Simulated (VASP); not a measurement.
# SiO2 (P6_422) in VASP: a series of runs

Runs on SiO2. Level: LDA. Tasks: single point.

Program: VASP 6.6.1. These are calculated values, not measurements. Logs are shortened: lines on timing, memory, paths and dates and some standing lists are left out, and cuts for length are marked.

## 1. The cell of the first run

It takes space group P6_422 (No. 181, hexagonal). The conventional cell has a = 4.982 Å, b = 4.982 Å, c = 5.495 Å, α = 90.00°, β = 90.00°, γ = 120.00°. Within 2.1 Å of Si (site symmetry 222) lie 4 O at 1.59 Å. Within 2.1 Å of O (site symmetry 2) lie 2 Si at 1.59 Å.

## 2. Single point, LDA

INCAR

```
  PREC = Accurate
  ENCUT = 520
  EDIFF = 1E-7
  ISMEAR = 0
  SIGMA = 0.02
  LREAL = False
  LASPH = True
  NELM = 60
  ALGO = Normal
  ISIF = 2
  LWAVE = False
  LCHARG = False
  GGA = CA
  NBANDS = 34
```

KPOINTS

```
regular mesh
0
Gamma
  6 6 4
```

POSCAR

```
SiO2
1.0
    4.9817822558      0.0000000000      0.0000000000
   -2.4908911279      4.3143499897      0.0000000000
    0.0000000000      0.0000000000      5.4953841796
Si O
3 6
Direct
    0.0000000000      0.5000000000      0.3333333333
    0.5000000000      0.5000000000      0.6666666667
    0.5000000000      0.0000000000      0.0000000000
    0.5895783116      0.7947891558      0.8333333333
    0.7947891558      0.5895783116      0.5000000000
    0.7947891558      0.2052108442      0.1666666667
    0.4104216884      0.2052108442      0.8333333333
    0.2052108442      0.4104216884      0.5000000000
    0.2052108442      0.7947891558      0.1666666667
```

Potentials or basis: VASP PAW LDA potentials, release 64 (Si, O).

Command:

```
cat potpaw_LDA.64/Si/POTCAR potpaw_LDA.64/O/POTCAR > POTCAR
mpirun -np 1 vasp_std > vasp.out
```

OUTCAR:

```text
PREC = Accurate
   ENCUT = 520
   EDIFF = 1E-7
   ISMEAR = 0
   LREAL = False
   LASPH = True
   NELM = 60
   ISIF = 2
   GGA = CA

 ion  position               nearest neighbor table
   1  0.000  0.500  0.333-   6 1.59   9 1.59   8 1.59   5 1.59   3 3.09   3 3.09   2 3.09   2 3.09

   2  0.500  0.500  0.667-   4 1.59   7 1.59   5 1.59   8 1.59   3 3.09   3 3.09   1 3.09   1 3.09

   3  0.500  0.000  0.000-   6 1.59   9 1.59   7 1.59   4 1.59   1 3.09   2 3.09   2 3.09   1 3.09

   4  0.590  0.795  0.833-   2 1.59   3 1.59
   5  0.795  0.590  0.500-   2 1.59   1 1.59
   6  0.795  0.205  0.167-   1 1.59   3 1.59
   7  0.410  0.205  0.833-   2 1.59   3 1.59
   8  0.205  0.410  0.500-   2 1.59   1 1.59
   9  0.205  0.795  0.167-   1 1.59   3 1.59

  LATTYP: Found a hexagonal cell.
 ALAT       =     4.9817822558
 C/A-ratio  =     1.1030960201

  Lattice vectors:

 A1 = (   4.9817822558,   0.0000000000,   0.0000000000)
 A2 = (  -2.4908911279,   4.3143499897,   0.0000000000)
 A3 = (   0.0000000000,   0.0000000000,   5.4953841796)

Analysis of symmetry for initial positions (statically):
=====================================================================
 Subroutine PRICEL returns:
 Original cell was already a primitive cell.

 Routine SETGRP: Setting up the symmetry group for a
 hexagonal supercell.

 Subroutine GETGRP returns: Found 12 space group operations
 (whereof  4 operations were pure point group operations)
 out of a pool of 24 trial point group operations.

The static configuration has the point symmetry D_2 .
 The point group associated with its full space group is D_6 .

Analysis of symmetry for dynamics (positions and initial velocities):
=====================================================================
 Subroutine PRICEL returns:
 Original cell was already a primitive cell.

 Routine SETGRP: Setting up the symmetry group for a
 hexagonal supercell.

 Subroutine GETGRP returns: Found 12 space group operations
 (whereof  4 operations were pure point group operations)
 out of a pool of 24 trial point group operations.

The dynamic configuration has the point symmetry D_2 .
 The point group associated with its full space group is D_6 .

 Subroutine INISYM returns: Found 12 space group operations
 (whereof  4 operations are pure point group operations),
 and found     1 'primitive' translations

----------------------------------------------------------------------------------------

                                     Primitive cell

  volume of cell :     118.1131

  direct lattice vectors                    reciprocal lattice vectors
     4.981782256  0.000000000  0.000000000     0.200731375  0.115892313  0.000000000
    -2.490891128  4.314349990  0.000000000     0.000000000  0.231784626  0.000000000
     0.000000000  0.000000000  5.495384180     0.000000000  0.000000000  0.181970899

  length of vectors
     4.981782256  4.981782256  5.495384180     0.231784626  0.231784626  0.181970899

  position of ions in fractional coordinates (direct lattice)
     0.000000000  0.500000000  0.333333333
     0.500000000  0.500000000  0.666666667
     0.500000000  0.000000000  0.000000000
     0.589578312  0.794789156  0.833333333
     0.794789156  0.589578312  0.500000000
     0.794789156  0.205210844  0.166666667
     0.410421688  0.205210844  0.833333333
     0.205210844  0.410421688  0.500000000
     0.205210844  0.794789156  0.166666667

  ion indices of the primitive-cell ions
   primitive index   ion index
                 1           1
                 2           2
                 3           3
                 4           4
                 5           5
                 6           6
                 7           7
                 8           8
                 9           9

----------------------------------------------------------------------------------------

 KPOINTS: regular mesh

Automatic generation of k-mesh.
 Grid dimensions read from file:
 generate k-points for:    6    6    4

 Generating k-lattice:

  Cartesian coordinates                     Fractional coordinates (reciprocal lattice)
     0.033455229  0.019315386  0.000000000     0.166666667  0.000000000  0.000000000
     0.000000000  0.038630771  0.000000000     0.000000000  0.166666667  0.000000000
     0.000000000  0.000000000  0.045492725     0.000000000  0.000000000  0.250000000

  Length of vectors
     0.038630771  0.038630771  0.045492725

  Shift w.r.t. Gamma in fractional coordinates (k-lattice)
     0.000000000  0.000000000  0.000000000

 Subroutine IBZKPT returns following result:
 ===========================================

 Found     21 irreducible k-points:

 Following reciprocal coordinates:
            Coordinates               Weight
  0.000000  0.000000  0.000000      1.000000
  0.166667  0.000000  0.000000      6.000000
  0.333333  0.000000  0.000000      6.000000
  0.500000  0.000000  0.000000      3.000000
  0.166667  0.166667  0.000000      6.000000
  0.333333  0.166667  0.000000     12.000000
[... 13 lines left out ...]
  0.333333  0.166667  0.500000     12.000000
  0.333333  0.333333  0.500000      2.000000
   k-points           NKPTS =     21   k-points in BZ     NKDIM =     21   number of bands    NBANDS=     34
   number of dos      NEDOS =    301   number of ions     NIONS =      9
   total plane-waves  NPLWV =  67200
   dimension x,y,z NGX =    40 NGY =   40 NGZ =   42
   dimension x,y,z NGXF=    80 NGYF=   80 NGZF=   84
   ions per type =               3   6
   NGX,Y,Z   is equivalent  to a cutoff of  13.35, 13.35, 12.71 a.u.
   NGXF,Y,Z  is equivalent  to a cutoff of  26.70, 26.70, 25.41 a.u.
 SYSTEM =  unknown system
   PREC   = accura    normal or accurate (medium, high low for compatibility)
   ISTART =      0    job   : 0-new  1-cont  2-samecut
   ICHARG =      2    charge: 1-file 2-atom 10-const
   ISPIN  =      1    spin polarized calculation?
   LNONCOLLINEAR =      F non collinear calculations
   LSORBIT =      F    spin-orbit coupling
   LASPH  =      T    aspherical Exc in radial PAW
   ENCUT  =  520.0 eV  38.22 Ry    6.18 a.u.   9.26  9.26 10.22*2*pi/ulx,y,z
   NELM   =     60;   NELMIN=  2; NELMDL= -5     # of ELM steps
   EDIFF  = 0.1E-06   stopping-criterion for ELM
   LREAL  =      F    real-space projection
   EDIFFG = 0.1E-05   stopping-criterion for IOM
   NSW    =      0    number of steps for IOM
   IBRION =     -1    ionic relax: 0-MD 1-quasi-New 2-CG
   NFREE  =      0    steps in history (QN), initial steepest desc. (CG)
   ISIF   =      2    stress and relaxation
   ISYM   =      2    0-nonsym 1-usesym 2-fastsym
   POTIM  = 0.5000    time-step for ionic-motion
   TEBEG  =    0.0;   TEEND  =   0.0 temperature during run
   PSTRESS=    0.0 pullay stress
   NELECT =      48.0000    total number of electrons
   NUPDOWN=      -1.0000    fix difference up-down
   EMIN   =  10.00;   EMAX   =-10.00  energy-range for DOS
   EFERMI =   0.00;   METHOD = LEGACY
   ISMEAR =     0;   SIGMA  =   0.02  broadening in eV -4-tet -1-fermi 0-gaus
   EFERMI_NEDOS =   21; number of points for ismear=-14 and -15
   IALGO  =     38    algorithm
   IMIX   =      4    mixing-type and parameters
     AMIX     =   0.40;   BMIX     =  1.00
     AMIX_MAG =   1.60;   BMIX_MAG =  1.00
  volume/ion in A,a.u.               =      13.12        88.56
  Fermi-wavevector in a.u.,A,eV,Ry     =   1.212614  2.291508 20.006446  1.470432
  Thomas-Fermi vector in A             =   2.348092
   LORBIT       =      0    0 simple, 1 ext, 2 COOP (PROOUT), +10 PAW based schemes
   GGA     = CA    functional components
   LHFCALC =     F    Hartree Fock is set to
   AEXX    =    0.0000 exact exchange contribution
   IVDW    =     0    specifies the selected vdW correction
   LEPSILON=     F    determine dielectric tensor
   LRPA    =     F    only Hartree local field effects (RPA)
 non-spin polarized calculation
 Gauss-broadening in eV      SIGMA  =   0.02
  energy-cutoff  :      520.00
  volume of cell :      118.11
 maximum number of plane-waves:      3200
 NGX is ok and might be reduce to    40
   NGX = 19   NGY = 19   NGZ = 21

 number of electron      47.9999993 magnetization

 Free energy of the ion-electron system (eV)
  ---------------------------------------------------
  ext. energy  EPLUGINS =         0.00000000
  ---------------------------------------------------
  free energy    TOTEN  =       -77.75223402 eV

  energy without entropy =      -77.75223402  energy(sigma->0) =      -77.75223402

 E-fermi :   0.6810     XC(G=0):  -9.4975

 val. band max:        0.5699455950   @ k =   0.0000   0.0000   0.5000
 cond. band min:       6.1424499977   @ k =   0.0000   0.0000   0.0000
 fundamental gap:      5.5725044026
 Fermi energy:         0.6809680236

 k-point     1 :       0.0000    0.0000    0.0000
  band No.  band energies     occupation
      1     -18.7776      2.00000
      2     -17.2151      2.00000
      3     -17.2151      2.00000
      4     -16.5251      2.00000
      5     -16.5251      2.00000
      6     -16.5054      2.00000
[... 26 lines left out ...]
     33      13.7805      0.00000
     34      13.8573      0.00000

 k-point     2 :       0.1667    0.0000    0.0000
  band No.  band energies     occupation
      1     -18.6973      2.00000
      2     -17.3213      2.00000
      3     -17.2120      2.00000
      4     -16.5350      2.00000
      5     -16.5286      2.00000
      6     -16.5130      2.00000
[... 26 lines left out ...]
     33      13.4257      0.00000
     34      13.5884      0.00000
[... 664 lines left out ...]
     33      11.8725      0.00000
     34      12.0201      0.00000

 k-point    21 :       0.3333    0.3333    0.5000
  band No.  band energies     occupation
      1     -18.2397      2.00000
      2     -17.5371      2.00000
      3     -17.5371      2.00000
      4     -16.5681      2.00000
      5     -16.5681      2.00000
      6     -16.5355      2.00000
[... 26 lines left out ...]
     33      11.9542      0.00000
     34      11.9765      0.00000

------------------------ aborting loop because EDIFF is reached ----------------------------------------

  FORCE on cell =-STRESS in cart. coord.  units (eV):
  Direction    XX          YY          ZZ          XY          YZ          ZX
  --------------------------------------------------------------------------------------
  -------------------------------------------------------------------------------------
  Total        3.4035171      3.4035171      3.4790179      0.0000000      0.0000000      0.0000000
  in kB       46.1679236     46.1679236     47.1920742      0.0000000      0.0000000      0.0000000
  external PRESSURE =      46.5093072 kB  Pullay stress =       0.0000000 kB

 VOLUME and BASIS-vectors are now :
 -----------------------------------------------------------------------------
  energy-cutoff  :      520.00
  volume of cell :      118.11
      direct lattice vectors                 reciprocal lattice vectors
     4.981782256  0.000000000  0.000000000     0.200731375  0.115892313  0.000000000
    -2.490891128  4.314349990  0.000000000     0.000000000  0.231784626  0.000000000
     0.000000000  0.000000000  5.495384180     0.000000000  0.000000000  0.181970899

 POSITION                                       TOTAL-FORCE (eV/Angst)
 -----------------------------------------------------------------------------------
     -1.24545      2.15717      1.83179         0.000000     -0.000000      0.000000
      1.24545      2.15717      3.66359         0.000000     -0.000000     -0.000000
      2.49089      0.00000      0.00000         0.000000     -0.000000      0.000000
      0.95742      3.42900      4.57949         0.006270      0.003620      0.000000
      2.49089      2.54365      2.74769         0.000000      0.007240     -0.000000
      3.44831      0.88535      0.91590         0.006270     -0.003620      0.000000
      1.53347      0.88535      4.57949        -0.006270     -0.003620      0.000000
      0.00000      1.77070      2.74769         0.000000     -0.007240     -0.000000
     -0.95742      3.42900      0.91590        -0.006270      0.003620      0.000000
 -----------------------------------------------------------------------------------
    total drift:                                0.000000     -0.000000     -0.000001

  FREE ENERGIE OF THE ION-ELECTRON SYSTEM (eV)
  ---------------------------------------------------
  free  energy   TOTEN  =       -77.7522340209 eV

  energy  without entropy=      -77.7522340209  energy(sigma->0) =      -77.75223402
```

Run time: 67 s. Hardware: 1 thread of Intel Xeon Platinum 8259CL at 2.50GHz (Skylake/Cascade Lake), shared host; peak memory 0.22 GiB.

What came out:

```yaml
Free_energy: -77.7522 eV
Pressure: 4.7 GPa
Largest_force: 0.007 eV/Å
Band_gap_on_the_k_mesh: 5.57 eV, indirect (least direct gap 5.73 eV)
```

Forces on the atoms (eV/Å):
```
Si   0.000  0.000  0.000
Si   0.000  0.000  0.000
Si   0.000  0.000  0.000
O    0.006  0.004  0.000
O    0.000  0.007  0.000
O    0.006 -0.004  0.000
O   -0.006 -0.004  0.000
O    0.000 -0.007  0.000
O   -0.006  0.004  0.000
```

Stress tensor (GPa, compression positive):
```
4.62 0.00 0.00
0.00 4.62 0.00
0.00 0.00 4.72
```

A k mesh can miss the band edges. Expect the measured gap to be larger: semilocal functionals such as LDA lack the derivative discontinuity.

## 3. Single point, LDA

INCAR

```
SYSTEM = SiO2
  ALGO = Normal
  EDIFF = 1E-7
  ENCUT = 520
  GGA = CA
  ISIF = 2
  ISMEAR = 0
  LASPH = .True.
  LCHARG = .False.
  LREAL = .False.
  LWAVE = .False.
  NBANDS = 34
  NELM = 100
  PREC = Accurate
  SIGMA = 0.02
```

KPOINTS

```
k-points
0
Gamma
  6 6 4
  0 0 0
```

POSCAR is that of step 2.

Potentials or basis: VASP PAW LDA potentials, release 64 (Si, O).

Command:

```
cat potpaw_LDA.64/Si/POTCAR potpaw_LDA.64/O/POTCAR > POTCAR
mpirun -np 1 vasp_std > vasp.out
```

It took 68 s on 1 thread of Intel Xeon Platinum 8259CL at 2.50GHz (Skylake/Cascade Lake), shared host; peak memory 0.22 GiB.

Results (log left out):

```yaml
Free_energy: -77.7522 eV
Pressure: 4.7 GPa
Largest_force: 0.007 eV/Å
Band_gap_on_the_k_mesh: 5.57 eV, indirect (least direct gap 5.73 eV)
```

Forces on the atoms (eV/Å):
```
Si   0.000  0.000  0.000
Si   0.000  0.000  0.000
Si   0.000  0.000  0.000
O    0.006  0.004  0.000
O    0.000  0.007  0.000
O    0.006 -0.004  0.000
O   -0.006 -0.004  0.000
O    0.000 -0.007  0.000
O   -0.006  0.004  0.000
```

Stress tensor (GPa, compression positive):
```
4.62 0.00 0.00
0.00 4.62 0.00
0.00 0.00 4.72
```

Levels at points of the mesh, in eV from the valence-band top:
```
           k point  band 20  band 21  band 22  band 23  band 24  band 25  band 26  band 27  band 28  band 29
(0.00, 0.00, 0.00)    -1.09    -1.09    -0.52    -0.52    -0.16     5.57     8.82     8.82     9.22     9.22
(0.50, 0.00, 0.00)    -1.26    -1.23    -1.03    -0.38    -0.01     7.62     8.53     9.51     9.52     9.59
(0.00, 0.00, 0.50)    -1.90    -1.28    -0.31     0.00     0.00     7.42     7.42     8.20     9.84     9.84
(0.50, 0.00, 0.50)    -1.39    -0.97    -0.77    -0.71    -0.37     8.75     9.00     9.26     9.27     9.54
```

## 4. Single point, LDA

This run uses another cell than the first one, of 13.40 Å³/atom, 1.021 times its volume.

INCAR

```
PREC     = Accurate       # precision mode
ENCUT    = 520            # plane-wave cutoff, eV
EDIFF    = 1E-6           # SCF threshold, eV
ISMEAR   = 0              # smearing method
SIGMA    = 0.02           # smearing width, eV
LREAL    = False          # projectors in reciprocal space
LASPH    = True           # aspherical terms in the spheres
NELM     = 60             # most SCF steps
ALGO     = Normal         # electronic algorithm
ISIF     = 2              # what is computed and relaxed
LWAVE    = False          # write WAVECAR
LCHARG   = False          # write CHGCAR
GGA      = CA             # functional
NBANDS   = 34             # bands
```

KPOINTS

```
Automatic mesh
0
Gamma
  6 6 4
```

POSCAR

```
SiO2
1.0
    5.0241325771      0.0000000000      0.0000000000
   -2.5120662885      4.3510264437      0.0000000000
    0.0000000000      0.0000000000      5.5163645501
Si O
3 6
Direct
    0.0000000000      0.5000000000      0.3333333333
    0.5000000000      0.5000000000      0.6666666667
    0.5000000000      0.0000000000      0.0000000000
    0.5857158312      0.7928579156      0.8333333333
    0.7928579156      0.5857158312      0.5000000000
    0.7928579156      0.2071420844      0.1666666667
    0.4142841688      0.2071420844      0.8333333333
    0.2071420844      0.4142841688      0.5000000000
    0.2071420844      0.7928579156      0.1666666667
```

Command:

```
cat potpaw_LDA.64/Si/POTCAR potpaw_LDA.64/O/POTCAR > POTCAR
mpirun -np 1 vasp_std > vasp.out
```

It took 76 s on 1 thread of Intel Xeon Platinum 8259CL at 2.50GHz (Skylake/Cascade Lake), shared host; peak memory 0.22 GiB.

The run converged. Its results:

| Quantity | Value |
| --- | --- |
| Free energy | -77.8031 eV |
| Pressure | 1.6 GPa |
| Largest force | 0.008 eV/Å |
| Band gap on the k mesh | 5.52 eV, indirect (least direct gap 5.70 eV) |

Forces on the atoms (eV/Å):
```
Si   0.000  0.000  0.000
Si   0.000  0.000  0.000
Si   0.000  0.000  0.000
O    0.007  0.004  0.000
O    0.000  0.008  0.000
O    0.007 -0.004  0.000
O   -0.007 -0.004  0.000
O    0.000 -0.008  0.000
O   -0.007  0.004  0.000
```

Levels at points of the mesh, in eV from the valence-band top:
```tsv
k point	band 22	band 23	band 24	band 25	band 26	band 27
(0.00, 0.00, 0.00)	-0.50	-0.50	-0.18	5.52	8.76	8.76
(0.50, 0.00, 0.00)	-1.02	-0.36	0.00	7.56	8.43	9.43
(0.00, 0.00, 0.50)	-0.29	0.00	0.00	7.35	7.35	8.20
(0.50, 0.00, 0.50)	-0.75	-0.71	-0.36	8.63	8.99	9.09
```

A k mesh can miss the band edges. Expect the measured gap to be larger: semilocal functionals such as LDA lack the derivative discontinuity.
